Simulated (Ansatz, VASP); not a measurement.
One calculation of C, two programs

```
CELL_PARAMETERS angstrom
-0.05168 1.79965 1.79965
1.79965 -0.05168 1.79965
1.79965 1.79965 -0.05168
ATOMIC_POSITIONS crystal
C 0.99994 0.99994 0.99994
C 0.25006 0.25006 0.25006
```

Change from the starting cell: epitaxial_111 strain +4.0%.

Alike in both runs: task single point; functional r2SCAN; k mesh 12 × 12 × 12; no spin polarisation.

```csv
,VASP,Ansatz
version,VASP 6.6.1,Ansatz 0.2.0
potentials or method,"VASP PAW PBE potentials, release 64 (C)","plane waves, PAW"
plane-wave cutoff (eV),520,500
occupations,"gaussian, width 0.01 eV",fixed
valence electrons in the cell,8,8
```

|  | VASP | Ansatz | Ansatz less VASP |
| --- | --- | --- | --- |
| gap on the k mesh at the Fermi level (eV) | 4.11 | 4.13 | +0.024 |
| pressure (GPa) | -27.6 | -28.5 | -0.86 |
| traceless stress, the component that is largest in VASP (GPa) | 14.32 | 14.23 | -0.094 |
| rms of the force components (eV/Å) | 0.010 | 0.000 | -0.0098 |

VASP's potentials were made for PBE, not for r2SCAN. Atom by atom the forces differ by 0.010 eV/Å (rms over components).
